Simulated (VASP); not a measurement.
Here is a VASP 6.6.1 calculation.

The input INCAR:

```
ALGO = Normal
EDIFF = 1E-8
ENCUT = 500
GGA = PS
GGA_COMPAT = F
IBRION = 6
ISIF = 3
ISMEAR = 0
LASPH = T
LCHARG = F
LREAL = F
LWAVE = F
NELM = 120
NFREE = 2
NSW = 1
POTIM = 0.015
PREC = Accurate
SIGMA = 0.01
```

Contents of KPOINTS:

```
k-points
0
Gamma
  6 6 6
```

POSCAR

```
CsCl
1.0
    3.6369583661      0.0000000000      0.0000000000
    0.0000000000      3.6369583661      0.0000000000
    0.0000000000      0.0000000000      3.6369583661
Cs Cl
1 1
Direct
    0.0000000000      0.0000000000      0.0000000000
    0.5000000000      0.5000000000      0.5000000000
```

Potentials or basis: VASP PAW PBE potentials, release 64 (Cs_sv, Cl).

Run with:

```console
$ cat potpaw_PBE.64/Cs_sv/POTCAR potpaw_PBE.64/Cl/POTCAR > POTCAR
$ mpirun -np 1 vasp_std > vasp.out
```

Question: What does it give for the elastic constants C11, C12, C44?

Answer: 95, 57, 56 GPa.

Question: Estimate the Voigt bulk modulus.

Answer: 70 GPa.

Question: What does it give for the highest phonon frequency at Γ, LO-TO splitting left out?

Answer: 205 cm⁻¹.

Phonon frequencies in cm⁻¹ (negative: imaginary):
```csv
q point,frequencies
"(0.000, 0.000, 0.000)",0 0 0 205 205 205
```

Caveat: the cell is under stress, which shifts elastic constants; the PAW data sets were made with another functional, which shifts forces and pressure a little.
